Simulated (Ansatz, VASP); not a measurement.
# Two plane-wave programs on WSe2

The input POSCAR:

```
WSe2
1.0
    3.3143636114      0.0000000000      0.0000000000
   -1.6571818057      2.8703230849      0.0000000000
    0.0000000000      0.0000000000     33.3173520460
W Se
2 4
Direct
    0.0000000000      0.0000000000      0.0000000000
    0.0000000000      0.0000000000      0.5000000000
    0.3333333333      0.6666666667      0.0498515847
    0.3333333333      0.6666666667      0.5498515847
    0.3333333333      0.6666666667      0.4501484153
    0.3333333333      0.6666666667      0.9501484153
```

The input INCAR.step1:

```
SYSTEM = WSe2
PREC = Accurate
ENCUT = 520
ISMEAR = 0
SIGMA = 0.05
LREAL = .False.
LASPH = .True.
NELM = 60
NBANDS = 35
GGA = PE
ALGO = Normal
EDIFF = 1E-4
LWAVE = .True.
LCHARG = .False.
```

File INCAR.step2:

```
SYSTEM = WSe2
PREC = Accurate
ENCUT = 520
EDIFF = 1E-7
ISMEAR = 0
SIGMA = 0.05
LREAL = .False.
LASPH = .True.
NELM = 60
ALGO = Normal
ISIF = 2
LWAVE = .False.
LCHARG = .True.
METAGGA = R2SCAN
LMIXTAU = .True.
LELF = .True.
LVHAR = .True.
NBANDS = 35
ISTART = 1
```

Contents of KPOINTS:

```
regular mesh
0
Gamma
  12 12 1
  0 0 0
```

Input for Ansatz:

```yaml
crystal:
  lattice:
    - [3.3143636114, 0.0, 0.0]
    - [-1.6571818057, 2.8703230849, 0.0]
    - [0.0, 0.0, 33.317352046]
  atoms:
    - { symbol: W, position: [0.0, 0.0, 0.0] }
    - { symbol: W, position: [0.0, 0.0, 0.5] }
    - { symbol: Se, position: [0.3333333333, 0.6666666667, 0.0498515847] }
    - { symbol: Se, position: [0.3333333333, 0.6666666667, 0.5498515847] }
    - { symbol: Se, position: [0.3333333333, 0.6666666667, 0.4501484153] }
    - { symbol: Se, position: [0.3333333333, 0.6666666667, 0.9501484153] }
basis:
  ecutwfc: 500
kpoints:
  mp_grid: { grid: [12, 12, 1] }
hamiltonian:
  xc: r2scan
scf:
  occupations: { method: gaussian, width: 0.05 }
output:
  forces: true
  stress: true
  eigenvalues: true
```

Alike in both runs: task single point; functional r2SCAN; k mesh 12 × 12 × 1; occupations gaussian, width 0.05 eV; no spin polarisation.

```csv
,VASP,Ansatz
version,VASP 6.6.1,Ansatz 0.2.0
potentials or method,"VASP PAW PBE potentials, release 64 (W_sv, Se), cutoff 520 eV","scalar-relativistic, plane waves, PAW"
valence electrons in the cell,52,92
```

|  | VASP | Ansatz | Ansatz less VASP |
| --- | --- | --- | --- |
| gap on the k mesh at the Fermi level (eV) | 1.64 | 1.64 | +0.002 |
| least direct gap on the mesh (eV) | 1.64 | 1.64 | +0.002 |
| rms of the force components (eV/Å) | 0.021 | 0.000 | -0.0213 |

VASP's potentials were made for PBE, not for r2SCAN. Atom by atom the forces differ by 0.021 eV/Å (rms over components). The functional is the same, so the differences come from potentials, cutoffs and numerics. VASP's potentials hold 52 valence electrons a cell and Ansatz's 92, so a difference there can come from the potentials and not from the codes.

Neither program's run includes spin-orbit coupling.
